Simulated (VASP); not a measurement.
## BAs: single point with RPBE+D4

The system is BAs.

```
As B
1.0
     0.00000    2.36059    2.36059
     2.36059    0.00000    2.36059
     2.36059    2.36059    0.00000
As B
1 1
Direct
  0.75000 0.75000 0.75000
  0.00000 0.00000 0.00000
```

- Program: VASP 6.6.1
- Task: single point
- Functional: RPBE
- Dispersion: D4
- Potentials or basis: VASP PAW PBE potentials, release 64 (As, B)
- Cutoff: 520 eV
- k mesh: 10 × 10 × 10
- Occupations: fermi-dirac, width 0.05 eV
- Spin: no spin polarisation
- Dipole correction: no
- Further INCAR settings: ALGO = Normal; EDIFF = 1e-06; NBANDS = 11

The pressure is 0.7 GPa. The band gap on the k mesh is 1.17 eV, indirect (least direct gap 3.32 eV) and the dispersion energy per atom is -0.815 eV.

Levels at points of the mesh, in eV from the valence-band top:
| k point | band 1 | band 2 | band 3 | band 4 | band 5 | band 6 | band 7 | band 8 | band 9 |
| --- | --- | --- | --- | --- | --- | --- | --- | --- | --- |
| (0.00, 0.00, 0.00) | -15.73 | 0.00 | 0.00 | 0.00 | 3.32 | 3.32 | 3.32 | 5.16 | 9.90 |
| (0.50, 0.00, 0.00) | -12.73 | -9.06 | -1.89 | -1.89 | 2.92 | 4.82 | 4.82 | 9.02 | 13.12 |
| (0.50, 0.50, 0.00) | -11.33 | -8.77 | -4.24 | -4.24 | 1.39 | 1.46 | 11.77 | 11.77 | 13.32 |

Wall time 21 s on 1 thread of Intel(R) Xeon(R) Platinum 8488C (Sapphire Rapids), with other jobs on the host, peak memory 0.16 GiB.

Caveat: the PAW data sets were made with another functional, which shifts forces and pressure a little. RPBE gaps usually lie below the measured ones, often by a third to a half.
